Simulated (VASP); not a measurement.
**Sr3CdF2: single point with PBE**

The system is Sr3CdF2.

```
CELL_PARAMETERS angstrom
7.15194 0.00000 0.00000
-3.57597 6.19376 0.00000
0.00000 0.00000 3.45318
ATOMIC_POSITIONS crystal
Sr 0.50000 0.00000 0.50000
Sr 0.50000 0.50000 0.50000
Sr 0.00000 0.50000 0.50000
Cd 0.00000 0.00000 0.00000
F 0.33333 0.66667 0.00000
F 0.66667 0.33333 0.00000
```

```json
{
  "Program": "VASP 6.6.1",
  "Task": "single point",
  "Functional": "PBE",
  "Potentials or basis": "VASP PAW PBE potentials, release 64 (Sr_sv, Cd, F)",
  "Cutoff": "520 eV",
  "k mesh": "6 × 6 × 12",
  "Occupations": "gaussian, width 0.1 eV",
  "Spin": "no spin polarisation",
  "Dipole correction": "no",
  "Further INCAR settings": "ALGO = Normal; EDIFF = 1e-06; NBANDS = 37"
}
```

```
Pressure               : 0.1 GPa
Band gap on the k mesh : zero (band 28 reaches 4.07 eV, above the bottom of band 29 at 3.10 eV)
```

Stress tensor (GPa, compression positive):
```
0.04 0.00 0.00
0.00 0.04 0.00
0.00 0.00 0.14
```

Levels at points of the mesh, in eV from the Fermi level:
```
           k point  band 26  band 27  band 28  band 29  band 30  band 31
(0.00, 0.00, 0.00)    -4.70    -0.61    -0.04    -0.03    -0.03     0.25
(0.50, 0.00, 0.00)    -4.10    -2.06    -0.82     0.00     0.24     0.84
(0.00, 0.00, 0.50)    -1.41    -1.25    -0.34    -0.34     0.67     0.67
(0.50, 0.00, 0.50)    -1.87    -0.46     0.10     0.53     1.19     1.62
```

Run time: 3 min on 1 thread of AMD EPYC 9R45 96-Core Processor (Zen 5), on a shared host, peak memory 0.41 GiB.
